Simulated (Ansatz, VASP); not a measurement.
# SnO: VASP beside Ansatz

The input INCAR:

```
ALGO = Normal ; EDIFF = 1E-6
ENCUT = 520 ; GGA = PE
GGA_COMPAT = False ; ISIF = 2
ISMEAR = -1 ; LASPH = True
LCHARG = False ; LORBIT = 11
LORBMOM = True ; LREAL = False
LSORBIT = True ; LWAVE = False
MAGMOM = 0 0 0 0 0 0 ; NBANDS = 32
NELM = 150 ; PREC = Accurate
SIGMA = 0.08
```

File KPOINTS:

```
k-points
0
Gamma
  12 12 12
```

File POSCAR:

```
SnO
1.0
    0.0000000000      2.7375941725      2.7375941725
    2.7375941725      0.0000000000      2.7375941725
    2.7375941725      2.7375941725      0.0000000000
Sn O
1 1
Direct
    0.0000000000      0.0000000000      0.0000000000
    0.2500000000      0.2500000000      0.2500000000
```

Input for Ansatz:

```yaml
crystal:
  lattice:
    - [0.0, 2.7375941725, 2.7375941725]
    - [2.7375941725, 0.0, 2.7375941725]
    - [2.7375941725, 2.7375941725, 0.0]
  atoms:
    - { symbol: Sn, position: [0.0, 0.0, 0.0] }
    - { symbol: O, position: [0.25, 0.25, 0.25] }
kpoints:
  mp_grid: { grid: [12, 12, 12] }
  band_path:
    path:
      - [0.0, 0.0, 0.0]
      - [-0.5, -0.5, 0.0]
      - [-0.375, -0.375, 0.25]
      - [-0.375, 0.0, 0.375]
      - [0.0, 0.0, 0.0]
      - [0.0, 0.0, 0.5]
      - [-0.5, -0.25, 0.25]
      - [-0.5, -0.5, 0.0]
    npoints: 5
scf:
  occupations: { method: fermi_dirac, width: 0.08 }
hamiltonian:
  xc: pbe
  pseudopotentials: { kind: all_electron, lapw: { basis_error: 0.001 } }
output:
  forces: true
  stress: true
  eigenvalues: true
magnetization:
  noncollinear: true
  spin_orbit: true
```

Alike in both runs: task single point; functional PBE; k mesh 12 × 12 × 12; occupations fermi-dirac, width 0.08 eV; non-collinear spin, spin-orbit coupling.

|  | VASP | Ansatz |
| --- | --- | --- |
| version | VASP 6.6.1 | Ansatz 0.2.0 |
| potentials or method | VASP PAW PBE potentials, release 64 (Sn_d, O), cutoff 520 eV | all-electron LAPW |

```tsv
	VASP	Ansatz	Ansatz less VASP
pressure (GPa)	0.1	0.0	-0.08
net moment per atom (μB)	0.00	0.00	0.000
```

Ansatz ran all-electron here, and VASP with PAW potentials.
